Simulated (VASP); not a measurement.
Here is a VASP 6.6.1 calculation.

POSCAR

```
TiO2
1.0
    0.0000000000      2.3968272579      2.3968272579
    2.3968272579      0.0000000000      2.3968272579
    2.3968272579      2.3968272579      0.0000000000
Ti O
1 2
Direct
    0.0000000000      0.0000000000      0.0000000000
    0.2500000000      0.2500000000      0.2500000000
    0.7500000000      0.7500000000      0.7500000000
```

File INCAR.step1:

```
ALGO     = Normal         # electronic algorithm
EDIFF    = 1E-8           # SCF threshold, eV
ENCUT    = 500            # plane-wave cutoff, eV
GGA      = PE             # functional
ISMEAR   = 0              # smearing method
LASPH    = True           # aspherical terms in the spheres
LCHARG   = False          # write CHGCAR
LREAL    = False          # projectors in reciprocal space
LWAVE    = True           # write WAVECAR
NELM     = 80             # most SCF steps
PREC     = Accurate       # precision mode
SIGMA    = 0.01           # smearing width, eV
```

INCAR.step2

```
ALGO     = Exact          # electronic algorithm
EDIFF    = 1E-8           # SCF threshold, eV
ENCUT    = 500            # plane-wave cutoff, eV
GGA      = PE             # functional
ISMEAR   = 0              # smearing method
ISTART   = 1            
LASPH    = True           # aspherical terms in the spheres
LCHARG   = False          # write CHGCAR
LOPTICS  = True           # frequency-dependent dielectric function
LREAL    = False          # projectors in reciprocal space
LWAVE    = True           # write WAVECAR
NBANDS   = 72             # bands
NELM     = 1              # most SCF steps
PREC     = Accurate       # precision mode
SIGMA    = 0.01           # smearing width, eV
```

INCAR.step3

```
ALGO     = EVGW0          # electronic algorithm
EDIFF    = 1E-8           # SCF threshold, eV
ENCUT    = 500            # plane-wave cutoff, eV
ENCUTGW  = 80.0           # cutoff of the response function
GGA      = PE             # functional
ISMEAR   = 0              # smearing method
ISTART   = 1            
LASPH    = True           # aspherical terms in the spheres
LCHARG   = False          # write CHGCAR
LREAL    = False          # projectors in reciprocal space
LWAVE    = False          # write WAVECAR
NBANDS   = 72             # bands
NBANDSGW = 20           
NELMGW   = 1            
NOMEGA   = 48             # frequency points
PREC     = Accurate       # precision mode
PRECFOCK = Fast         
SIGMA    = 0.01           # smearing width, eV
```

Contents of KPOINTS:

```
k-points
0
Gamma
  4 4 4
```

Potentials or basis: VASP PAW PBE potentials, release 64 (Ti_sv_GW, O_GW).

Launch:

```sh
$ cat potpaw_PBE.64/Ti_sv_GW/POTCAR potpaw_PBE.64/O_GW/POTCAR > POTCAR
$ cp INCAR.step1 INCAR
$ mpirun -np 1 vasp_std > vasp.out
$ cp INCAR.step2 INCAR
$ mpirun -np 1 vasp_std > vasp.out
$ cp INCAR.step3 INCAR
$ mpirun -np 1 vasp_std > vasp.out
```

(1) Predict the quasiparticle gap.

(2) Predict the least direct quasiparticle gap.

(3) What does it give for the band gap on the k mesh, mean-field level?

Answers

(1) 2.50 eV.

(2) 3.23 eV.

(3) 1.14 eV, indirect (least direct gap 1.85 eV).

Caveat: the k points lie up to 0.57 Å⁻¹ apart; bands, screening cutoff and mesh are small and nothing is extrapolated, so the quasiparticle values aren't converged.
